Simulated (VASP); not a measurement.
# ZnS (F-43m) in VASP: further runs, part 3 of 3

VASP 6.6.1. Earlier steps stand in the parts before.

### 4 Single point, r2SCAN+D3(BJ)

This run uses another cell than the first one, of 20.91 Å³/atom.

File POSCAR:

```
ZnS
1.0
    0.0000000000      2.7549938462      2.7549938462
    2.7549938462      0.0000000000      2.7549938462
    2.7549938462      2.7549938462      0.0000000000
Zn S
1 1
Direct
    0.7500000000      0.7500000000      0.7500000000
    0.0000000000      0.0000000000      0.0000000000
```

File INCAR.step1:

```
PREC = Accurate
ENCUT = 520
ISMEAR = -1
SIGMA = 0.05
LREAL = F
LASPH = T
NELM = 60
NBANDS = 16
GGA = PE
ALGO = Normal
EDIFF = 1E-4
LWAVE = T
LCHARG = F
```

File INCAR.step2:

```
PREC = Accurate
ENCUT = 520
EDIFF = 1E-6
ISMEAR = -1
SIGMA = 0.05
LREAL = F
LASPH = T
NELM = 60
ALGO = Normal
ISIF = 2
LWAVE = F
LCHARG = T
METAGGA = R2SCAN
LMIXTAU = T
IVDW = 12
VDW_S6 = 1.0
VDW_S8 = 0.78981345
VDW_A1 = 0.49484001
VDW_A2 = 5.73083694
LELF = T
LVHAR = T
NBANDS = 16
ISTART = 1
```

File KPOINTS:

```
Automatic mesh
0
Gamma
  9 9 9
```

Potentials or basis: VASP PAW PBE potentials, release 64 (Zn, S).

Started as:

```console
$ cat potpaw_PBE.64/Zn/POTCAR potpaw_PBE.64/S/POTCAR > POTCAR
$ cp INCAR.step1 INCAR
$ mpirun -np 1 vasp_std > vasp.out
$ cp INCAR.step2 INCAR
$ mpirun -np 1 vasp_std > vasp.out
```

OUTCAR:

```text
PREC = Accurate
   ENCUT = 520
   EDIFF = 1E-6
   ISMEAR = -1
   LREAL = F
   LASPH = T
   NELM = 60
   ISIF = 2
   METAGGA = R2SCAN
   IVDW = 12
   ISTART = 1
 IVDW          = 12

 ion  position               nearest neighbor table
   1  0.750  0.750  0.750-   2 2.39   2 2.39   2 2.39   2 2.39
   2  0.000  0.000  0.000-   1 2.39   1 2.39   1 2.39   1 2.39

  LATTYP: Found a face centered cubic cell.
 ALAT       =     5.5099876924

  Lattice vectors:

 A1 = (   0.0000000000,   2.7549938462,   2.7549938462)
 A2 = (   2.7549938462,   0.0000000000,   2.7549938462)
 A3 = (   2.7549938462,   2.7549938462,   0.0000000000)

Analysis of symmetry for initial positions (statically):
=====================================================================
 Subroutine PRICEL returns:
 Original cell was already a primitive cell.

 Routine SETGRP: Setting up the symmetry group for a
 face centered cubic supercell.

 Subroutine GETGRP returns: Found 24 space group operations
 (whereof 24 operations were pure point group operations)
 out of a pool of 48 trial point group operations.

The static configuration has the point symmetry T_d .

Analysis of symmetry for dynamics (positions and initial velocities):
=====================================================================
 Subroutine PRICEL returns:
 Original cell was already a primitive cell.

 Routine SETGRP: Setting up the symmetry group for a
 face centered cubic supercell.

 Subroutine GETGRP returns: Found 24 space group operations
 (whereof 24 operations were pure point group operations)
 out of a pool of 48 trial point group operations.

The dynamic configuration has the point symmetry T_d .

 Subroutine INISYM returns: Found 24 space group operations
 (whereof 24 operations are pure point group operations),
 and found     1 'primitive' translations

----------------------------------------------------------------------------------------

                                     Primitive cell

[... 110 lines left out ...]
     AMIX_MAG =   1.60;   BMIX_MAG =  1.00
  volume/ion in A,a.u.               =      20.91       141.11
  Fermi-wavevector in a.u.,A,eV,Ry     =   1.236047  2.335790 20.787151  1.527813
  Thomas-Fermi vector in A             =   2.370672
   LORBIT       =      0    0 simple, 1 ext, 2 COOP (PROOUT), +10 PAW based schemes
   METAGGA = R2SCAN    functional components
   LHFCALC =     F    Hartree Fock is set to
   AEXX    =    0.0000 exact exchange contribution
   IVDW    =    12    specifies the selected vdW correction
   LEPSILON=     F    determine dielectric tensor
   LRPA    =     F    only Hartree local field effects (RPA)
 non-spin polarized calculation
  energy-cutoff  :      520.00
  volume of cell :       41.82
 maximum number of plane-waves:      1147
 NGX is ok and might be reduce to    30
   NGX = 15   NGY = 15   NGZ = 15

 number of electron      17.9999993 magnetization

 Free energy of the ion-electron system (eV)
  ---------------------------------------------------
  ext. energy  EPLUGINS =         0.00000000
  ---------------------------------------------------
  free energy    TOTEN  =       -18.82631103 eV

  energy without entropy =      -18.82631103  energy(sigma->0) =      -18.82631103

 E-fermi :   2.3092     XC(G=0):  -9.9926

 val. band max:        1.3022120709   @ k =   0.0000   0.0000   0.0000
 cond. band min:       3.7089821281   @ k =   0.0000   0.0000   0.0000
 fundamental gap:      2.4067700573
 Fermi energy:         2.3092447536

 k-point     1 :       0.0000    0.0000    0.0000
  band No.  band energies     occupation
      1     -11.9705      2.00000
      2      -4.9843      2.00000
      3      -4.9843      2.00000
      4      -4.9843      2.00000
      5      -4.5109      2.00000
      6      -4.5109      2.00000
[... 433 lines left out ...]
      3      -4.6829      2.00000
      4      -4.6829      2.00000
      5      -4.4469      2.00000
      6      -4.3668      2.00000
[... 8 lines left out ...]
     15      15.4719      0.00000
     16      16.8012      0.00000

 [... further k-points ...]

------------------------ aborting loop because EDIFF is reached ----------------------------------------

 Edisp (eV)   -0.27607

 E8    (eV) :    -0.0830

  FORCE on cell =-STRESS in cart. coord.  units (eV):
  Direction    XX          YY          ZZ          XY          YZ          ZX
  --------------------------------------------------------------------------------------
  -------------------------------------------------------------------------------------
  Total      -1.45139    -1.45139    -1.45139    -0.00000     0.00000     0.00000
  in kB     -55.60353   -55.60353   -55.60353    -0.00000     0.00000     0.00000
  external pressure =      -55.60 kB  Pullay stress =        0.00 kB

 VOLUME and BASIS-vectors are now :
 -----------------------------------------------------------------------------
  energy-cutoff  :      520.00
  volume of cell :       41.82
      direct lattice vectors                 reciprocal lattice vectors
     0.000000000  2.754993846  2.754993846    -0.181488609  0.181488609  0.181488609
     2.754993846  0.000000000  2.754993846     0.181488609 -0.181488609  0.181488609
     2.754993846  2.754993846  0.000000000     0.181488609  0.181488609 -0.181488609

 POSITION                                       TOTAL-FORCE (eV/Angst)
 -----------------------------------------------------------------------------------
      4.13249      4.13249      4.13249         0.000000      0.000000      0.000000
      0.00000      0.00000      0.00000        -0.000000     -0.000000     -0.000000
 -----------------------------------------------------------------------------------
    total drift:                                0.000017      0.000017      0.000017

  FREE ENERGIE OF THE ION-ELECTRON SYSTEM (eV)
  ---------------------------------------------------
  free  energy   TOTEN  =       -19.1023853535 eV

  energy  without entropy=      -19.1023853534  energy(sigma->0) =      -19.10238535
```

Wall time 61 s (1 thread of Intel Xeon Platinum 8488C (Sapphire Rapids), shared host); peak memory 0.19 GiB.

What came out:

```yaml
Free_energy: -19.1024 eV
Pressure: -5.6 GPa
Band_gap_on_the_k_mesh: 2.41 eV
Dispersion_energy_per_atom: -0.138 eV
```

Levels at points of the mesh, in eV from the valence-band top:
```tsv
k point	band 7	band 8	band 9	band 10	band 11	band 12
(0.00, 0.00, 0.00)	0.00	0.00	0.00	2.41	6.94	6.94
```

Caveat: the cell stands under tension; the PAW data sets were made with another functional, which shifts forces and pressure a little.

### 5 Single point, PBE

File INCAR:

```
SYSTEM = ZnS
PREC = Accurate
ENCUT = 520
EDIFF = 1E-6
ISMEAR = -1
SIGMA = 0.05
LREAL = .False.
LASPH = .True.
NELM = 60
ALGO = Normal
ISIF = 2
LWAVE = .False.
LCHARG = .True.
GGA = PE
LELF = .True.
LVHAR = .True.
NBANDS = 16
```

File KPOINTS:

```
regular mesh
0
Gamma
  12 12 12
  0 0 0
```

File POSCAR:

```
ZnS
1.0
    0.0000000000      2.7020000000      2.7020000000
    2.7020000000      0.0000000000      2.7020000000
    2.7020000000      2.7020000000      0.0000000000
Zn S
1 1
Direct
    0.7500000000      0.7500000000      0.7500000000
    0.0000000000      0.0000000000      0.0000000000
```

Started as:

```console
$ cat potpaw_PBE.64/Zn/POTCAR potpaw_PBE.64/S/POTCAR > POTCAR
$ mpirun -np 1 vasp_std > vasp.out
```

Run time: 23 s. Hardware: 1 thread of Intel Xeon Platinum 8488C (Sapphire Rapids), shared host; peak memory 0.18 GiB.

The run converged. Its results:

```yaml
Free_energy: -6.8474 eV
Pressure: 1.8 GPa
Band_gap_on_the_k_mesh: 2.11 eV
```

Levels at points of the mesh, in eV from the valence-band top:
| k point | band 7 | band 8 | band 9 | band 10 | band 11 | band 12 |
| --- | --- | --- | --- | --- | --- | --- |
| (0.00, 0.00, 0.00) | 0.00 | 0.00 | 0.00 | 2.11 | 6.40 | 6.40 |
| (0.50, 0.00, 0.00) | -5.29 | -0.87 | -0.87 | 3.31 | 6.93 | 6.93 |
| (0.50, 0.50, 0.00) | -4.56 | -2.22 | -2.22 | 3.41 | 4.07 | 10.98 |

### 6 Relaxation of cell and atoms, r2SCAN

POSCAR is that of step 5.

File INCAR.step1:

```
SYSTEM = ZnS
PREC = Accurate
ENCUT = 600
ISMEAR = -1
SIGMA = 0.05
LREAL = .FALSE.
LASPH = .TRUE.
NELM = 60
GGA = PE
ALGO = Normal
EDIFF = 1E-4
LWAVE = .TRUE.
LCHARG = .FALSE.
```

File INCAR.step2:

```
SYSTEM = ZnS
PREC = Accurate
ENCUT = 600
EDIFF = 1E-6
ISMEAR = -1
SIGMA = 0.05
LREAL = .FALSE.
LASPH = .TRUE.
NELM = 60
ALGO = Normal
ISIF = 3
LWAVE = .FALSE.
LCHARG = .FALSE.
METAGGA = R2SCAN
LMIXTAU = .TRUE.
IBRION = 2
NSW = 60
EDIFFG = -0.01
ISTART = 1
```

File KPOINTS:

```
regular mesh
0
G
  9 9 9
  0 0 0
```

Potentials or basis: VASP PAW PBE potentials, release 64 (Zn, S).

Started as:

```console
$ cat potpaw_PBE.64/Zn/POTCAR potpaw_PBE.64/S/POTCAR > POTCAR
$ cp INCAR.step1 INCAR
$ mpirun -np 1 vasp_std > vasp.out
$ cp INCAR.step2 INCAR
$ mpirun -np 1 vasp_std > vasp.out
```

It took 2.5 min on 1 thread of Intel Xeon Platinum 8488C (Sapphire Rapids), shared host; peak memory 0.2 GiB.

Results (log left out):

| Item | Value |
| --- | --- |
| Free energy | -18.8681 eV |
| Relaxed volume | 19.57 Å³/atom |
| Relaxed cell | a = 3.811 Å, b = 3.811 Å, c = 3.811 Å, α = 60.00°, β = 60.00°, γ = 60.00° |
| Space group after relaxing (to 0.1 Å) | F-43m (No. 216) |
| Energy gained by relaxing | 0.4 meV/atom |
| Ionic steps | 4 |
| Pressure after relaxing | 0.0 GPa |
| Band gap on the k mesh | 2.71 eV |

The path:
```
step  energy change (eV)  largest force (eV/Å)  pressure (GPa)  volume (Å³)
   1              0.0000                0.0000           -0.62        39.45
   2             -0.0007                0.0000            0.23        39.02
   3             -0.0008                0.0000            0.10        39.10
   4             -0.0008                0.0000            0.00        39.15
```

Final structure:
```yaml
crystal:
  lattice:
    - [0.00000, 2.69505, 2.69505]
    - [2.69505, 0.00000, 2.69505]
    - [2.69505, 2.69505, 0.00000]
  atoms:
    - { symbol: Zn, position: [0.75000, 0.75000, 0.75000] }
    - { symbol: S, position: [0.00000, 0.00000, 0.00000] }
```

Levels at points of the mesh, in eV from the valence-band top:
```
           k point  band 7  band 8  band 9  band 10  band 11  band 12
(0.00, 0.00, 0.00)    0.00    0.00    0.00     2.71     6.90     6.90
```

Caveat: the PAW data sets were made with another functional, which shifts forces and pressure a little. r2SCAN opens gaps a little over a GGA but as a rule still falls short of measured ones.

### 7 Overview

| task | level | cell | k mesh | cutoff (eV) | grid for exact exchange (PRECFOCK) | share of exact exchange | screening parameter | gap on the mesh (eV) | pressure (GPa) |
| --- | --- | --- | --- | --- | --- | --- | --- | --- | --- |
| single point | PBE-based screened hybrid with 25 % exact exchange | a = 3.821 Å, angles 60.0°, 2 atoms | 5 × 5 × 5 | 520 | Normal | 0.25 | 0.15 1/Å | 3.49 | 0.9 |
| single point | r2SCAN+D3(BJ) | a = 3.871 Å, angles 60.0°, 2 atoms | 9 × 9 × 9 | 520 | - | - | - | 2.49 | -4.4 |
| single point | r2SCAN+D3(BJ) | a = 3.896 Å, angles 60.0°, 2 atoms | 9 × 9 × 9 | 520 | - | - | - | 2.41 | -5.6 |
| single point | PBE | a = 3.821 Å, angles 60.0°, 2 atoms | 12 × 12 × 12 | 520 | - | - | - | 2.11 | 1.8 |
| relaxation of cell and atoms | r2SCAN | relaxed from a = 3.821 Å, angles 60.0°, 2 atoms | 9 × 9 × 9 | 600 | - | - | - | 2.71 | 0.0 |

Alike in all rows: potentials or basis VASP PAW PBE potentials, release 64 (Zn, S); no spin polarisation; smearing fermi-dirac 0.05 eV.

Caveats: the PAW data sets were made with another functional, which shifts forces and pressure a little (at least some runs); the cell stands under tension (at least some runs).

Total energies depend on the potentials used, so only differences within one code and one set of settings carry meaning.

### 8 Against experiment

Step 2. Against the measured gap of ZnS, 3.85 eV (direct; 19 K; quoted in “Electronic, vibrational, and thermodynamic properties of ZnS (zincblende and rocksalt structure)”, 2009, arxiv:0911.5022), the calculated 3.49 eV is off by -0.36 eV. The value is that of PBE-based screened hybrid with 25 % exact exchange, without temperature or zero-point motion.
